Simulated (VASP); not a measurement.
# Cl4Ti in VASP: single point with PBE

Aim: the single point of Cl4Ti with PBE.

All numbers are computed with VASP 6.6.1; they aren't measurements. Logs are shortened: lines on timing, memory, paths and dates and some standing lists are left out, and cuts for length are marked.

### Step 1. The cell of the first run

The cell holds a molecule in a box, 5 atoms: a = 15.000 Å, b = 15.500 Å, c = 16.000 Å, α = 90.00°, β = 90.00°, γ = 90.00°.

### Step 2. Single point, PBE

File INCAR:

```
SYSTEM = TiCl4
PREC     = Accurate       ! precision mode
ENCUT    = 400            ! plane-wave cutoff, eV
EDIFF    = 1E-6           ! SCF threshold, eV
ISMEAR   = 0              ! smearing method
SIGMA    = 0.005          ! smearing width, eV
LREAL    = .FALSE.        ! projectors in reciprocal space
LASPH    = .TRUE.         ! aspherical terms in the spheres
NELM     = 120            ! most SCF steps
ALGO     = Normal         ! electronic algorithm
ISIF     = 2              ! what is computed and relaxed
LWAVE    = .FALSE.        ! write WAVECAR
LCHARG   = .FALSE.        ! write CHGCAR
GGA      = PE             ! functional
ISYM     = 0            
NBANDS   = 28             ! bands
GGA_COMPAT= .FALSE.      
NELMDL   = -8
```

File KPOINTS:

```
regular mesh
0
G
  1 1 1
  0 0 0
```

File POSCAR:

```
TiCl4
1.0
   15.0000000000      0.0000000000      0.0000000000
    0.0000000000     15.5000000000      0.0000000000
    0.0000000000      0.0000000000     16.0000000000
Cl Ti
4 1
Direct
    0.5009687788      0.4984025844      0.3635622916
    0.6368910563      0.4999579764      0.5463417144
    0.4315915659      0.6158167788      0.5437859987
    0.4305509919      0.3858221751      0.5463106389
    0.4999976071      0.5000004853      0.4999993565
```

Potentials or basis: VASP PAW PBE potentials, release 64 (Cl, Ti_sv).

Started as:

```sh
> cat potpaw_PBE.64/Cl/POTCAR potpaw_PBE.64/Ti_sv/POTCAR > POTCAR
> mpirun -np 1 vasp_gam > vasp.out
```

OUTCAR:

```text
SYSTEM = TiCl4
   PREC = Accurate
   ENCUT = 400
   EDIFF = 1E-6
   ISMEAR = 0
   LREAL = .FALSE.
   LASPH = .TRUE.
   NELM = 120
   ISIF = 2
   GGA = PE
   ISYM = 0
   NELMDL = -8

 ion  position               nearest neighbor table
   1  0.501  0.498  0.364-   5 2.18
   2  0.637  0.500  0.546-   5 2.18
   3  0.432  0.616  0.544-   5 2.18
   4  0.431  0.386  0.546-   5 2.18
   5  0.500  0.500  0.500-   2 2.18   4 2.18   3 2.18   1 2.18

IMPORTANT INFORMATION: All symmetrisations will be switched off!
NOSYMM: (Re-)initialisation of all symmetry stuff for point group C_1.

----------------------------------------------------------------------------------------

                                     Primitive cell

  volume of cell :    3720.0000

  direct lattice vectors                    reciprocal lattice vectors
    15.000000000  0.000000000  0.000000000     0.066666667  0.000000000  0.000000000
     0.000000000 15.500000000  0.000000000     0.000000000  0.064516129  0.000000000
     0.000000000  0.000000000 16.000000000     0.000000000  0.000000000  0.062500000

  length of vectors
    15.000000000 15.500000000 16.000000000     0.066666667  0.064516129  0.062500000

  position of ions in fractional coordinates (direct lattice)
     0.500968779  0.498402584  0.363562292
     0.636891056  0.499957976  0.546341714
     0.431591566  0.615816779  0.543785999
     0.430550992  0.385822175  0.546310639
     0.499997607  0.500000485  0.499999356

  ion indices of the primitive-cell ions
   primitive index   ion index
                 1           1
                 2           2
                 3           3
                 4           4
                 5           5

----------------------------------------------------------------------------------------

 KPOINTS: regular mesh

Automatic generation of k-mesh.
 Grid dimensions read from file:
 generate k-points for:    1    1    1

 Generating k-lattice:

  Cartesian coordinates                     Fractional coordinates (reciprocal lattice)
     0.066666667  0.000000000  0.000000000     1.000000000  0.000000000  0.000000000
     0.000000000  0.064516129  0.000000000     0.000000000  1.000000000  0.000000000
     0.000000000  0.000000000  0.062500000     0.000000000  0.000000000  1.000000000

  Length of vectors
     0.066666667  0.064516129  0.062500000

  Shift w.r.t. Gamma in fractional coordinates (k-lattice)
     0.000000000  0.000000000  0.000000000

 Subroutine IBZKPT returns following result:
 ===========================================

 Found      1 irreducible k-points:

 Following reciprocal coordinates:
            Coordinates               Weight
  0.000000  0.000000  0.000000      1.000000
   k-points           NKPTS =      1   k-points in BZ     NKDIM =      1   number of bands    NBANDS=     28
   number of dos      NEDOS =    301   number of ions     NIONS =      5
   total plane-waves  NPLWV = ******
   dimension x,y,z NGX =    98 NGY =  108 NGZ =  108
   dimension x,y,z NGXF=   196 NGYF=  216 NGZF=  216
   ions per type =               4   1
   NGX,Y,Z   is equivalent  to a cutoff of  10.86, 11.58, 11.22 a.u.
   NGXF,Y,Z  is equivalent  to a cutoff of  21.72, 23.17, 22.44 a.u.
 SYSTEM =  TiCl4
   PREC   = accura    normal or accurate (medium, high low for compatibility)
   ISTART =      0    job   : 0-new  1-cont  2-samecut
   ICHARG =      2    charge: 1-file 2-atom 10-const
   ISPIN  =      1    spin polarized calculation?
   LNONCOLLINEAR =      F non collinear calculations
   LSORBIT =      F    spin-orbit coupling
   LASPH  =      T    aspherical Exc in radial PAW
   ENCUT  =  400.0 eV  29.40 Ry    5.42 a.u.  24.46 25.28 26.09*2*pi/ulx,y,z
   NELM   =    120;   NELMIN=  2; NELMDL= -8     # of ELM steps
   EDIFF  = 0.1E-05   stopping-criterion for ELM
   LREAL  =      F    real-space projection
   EDIFFG = 0.1E-04   stopping-criterion for IOM
   NSW    =      0    number of steps for IOM
   IBRION =     -1    ionic relax: 0-MD 1-quasi-New 2-CG
   NFREE  =      0    steps in history (QN), initial steepest desc. (CG)
   ISIF   =      2    stress and relaxation
   ISYM   =      0    0-nonsym 1-usesym 2-fastsym
   POTIM  = 0.5000    time-step for ionic-motion
   TEBEG  =    0.0;   TEEND  =   0.0 temperature during run
   PSTRESS=    0.0 pullay stress
   NELECT =      40.0000    total number of electrons
   NUPDOWN=      -1.0000    fix difference up-down
   EMIN   =  10.00;   EMAX   =-10.00  energy-range for DOS
   EFERMI =   0.00;   METHOD = LEGACY
   ISMEAR =     0;   SIGMA  =   0.01  broadening in eV -4-tet -1-fermi 0-gaus
   EFERMI_NEDOS =   21; number of points for ismear=-14 and -15
   IALGO  =     38    algorithm
   IMIX   =      4    mixing-type and parameters
     AMIX     =   0.40;   BMIX     =  1.00
     AMIX_MAG =   1.60;   BMIX_MAG =  1.00
  volume/ion in A,a.u.               =     744.00      5020.76
  Fermi-wavevector in a.u.,A,eV,Ry     =   0.361338  0.682830  1.776448  0.130565
  Thomas-Fermi vector in A             =   1.281772
   LORBIT       =      0    0 simple, 1 ext, 2 COOP (PROOUT), +10 PAW based schemes
   GGA     = PE    functional components
   LHFCALC =     F    Hartree Fock is set to
   AEXX    =    0.0000 exact exchange contribution
   IVDW    =     0    specifies the selected vdW correction
   LEPSILON=     F    determine dielectric tensor
   LRPA    =     F    only Hartree local field effects (RPA)
 non-spin polarized calculation
 Gauss-broadening in eV      SIGMA  =   0.01
  energy-cutoff  :      400.00
  volume of cell :     3720.00
 maximum number of plane-waves:     33758
 NGX is ok and might be reduce to    98
   NGX = 49   NGY = 51   NGZ = 53

 number of electron      40.0000000 magnetization

 Free energy of the ion-electron system (eV)
  ---------------------------------------------------
  ext. energy  EPLUGINS =         0.00000000
  ---------------------------------------------------
  free energy    TOTEN  =       -23.16435572 eV

  energy without entropy =      -23.16435572  energy(sigma->0) =      -23.16435572

 E-fermi :  -7.8471     XC(G=0):  -0.5472

 val. band max:       -8.0036360464   @ k =   0.0000   0.0000   0.0000
 cond. band min:      -4.3588875565   @ k =   0.0000   0.0000   0.0000
 fundamental gap:      3.6447484899
 Fermi energy:        -7.8470522377

 k-point     1 :       0.0000    0.0000    0.0000
  band No.  band energies     occupation
      1     -63.7093      2.00000
      2     -39.9756      2.00000
      3     -39.9756      2.00000
      4     -39.9756      2.00000
      5     -20.7256      2.00000
      6     -20.4488      2.00000
      7     -20.4488      2.00000
      8     -20.4488      2.00000
      9      -9.8751      2.00000
     10      -9.5010      2.00000
     11      -9.5010      2.00000
     12      -9.5009      2.00000
     13      -9.1435      2.00000
     14      -9.1435      2.00000
     15      -8.7956      2.00000
     16      -8.7956      2.00000
     17      -8.7955      2.00000
     18      -8.0037      2.00000
     19      -8.0037      2.00000
     20      -8.0036      2.00000
     21      -4.3589      0.00000
     22      -4.3589      0.00000
     23      -3.5720      0.00000
     24      -3.5719      0.00000
     25      -3.5719      0.00000
     26      -0.5736      0.00000
     27       0.3542      0.00000
     28       0.4081      0.00000

------------------------ aborting loop because EDIFF is reached ----------------------------------------

  FORCE on cell =-STRESS in cart. coord.  units (eV):
  Direction    XX          YY          ZZ          XY          YZ          ZX
  --------------------------------------------------------------------------------------
  -------------------------------------------------------------------------------------
  Total       -0.1418908     -0.1437846     -0.1453656      0.0000045      0.0001087      0.0000688
  in kB       -0.0611114     -0.0619270     -0.0626079      0.0000019      0.0000468      0.0000296
  external PRESSURE =      -0.0618821 kB  Pullay stress =       0.0000000 kB

 VOLUME and BASIS-vectors are now :
 -----------------------------------------------------------------------------
  energy-cutoff  :      400.00
  volume of cell :     3720.00
      direct lattice vectors                 reciprocal lattice vectors
    15.000000000  0.000000000  0.000000000     0.066666667  0.000000000  0.000000000
     0.000000000 15.500000000  0.000000000     0.000000000  0.064516129  0.000000000
     0.000000000  0.000000000 16.000000000     0.000000000  0.000000000  0.062500000

 POSITION                                       TOTAL-FORCE (eV/Angst)
 -----------------------------------------------------------------------------------
      7.51453      7.72524      5.81700         0.000447     -0.000067      0.000006
      9.55337      7.74935      8.74147        -0.000040     -0.000022      0.000014
      6.47387      9.54516      8.70058        -0.000470      0.000004     -0.000012
      6.45826      5.98024      8.74097        -0.000022      0.000179     -0.000028
      7.49996      7.75001      7.99999         0.000085     -0.000094      0.000020
 -----------------------------------------------------------------------------------
    total drift:                                0.000414      0.000276      0.000175

  FREE ENERGIE OF THE ION-ELECTRON SYSTEM (eV)
  ---------------------------------------------------
  free  energy   TOTEN  =       -23.1643557230 eV

  energy  without entropy=      -23.1643557230  energy(sigma->0) =      -23.16435572
```

It took 3.3 min on 1 thread of Intel Xeon Platinum 8488C (Sapphire Rapids), shared host; peak memory 1.6 GiB.

Results:

```
Free energy                     : -23.1644 eV
Gap between the frontier levels : 3.64 eV
```
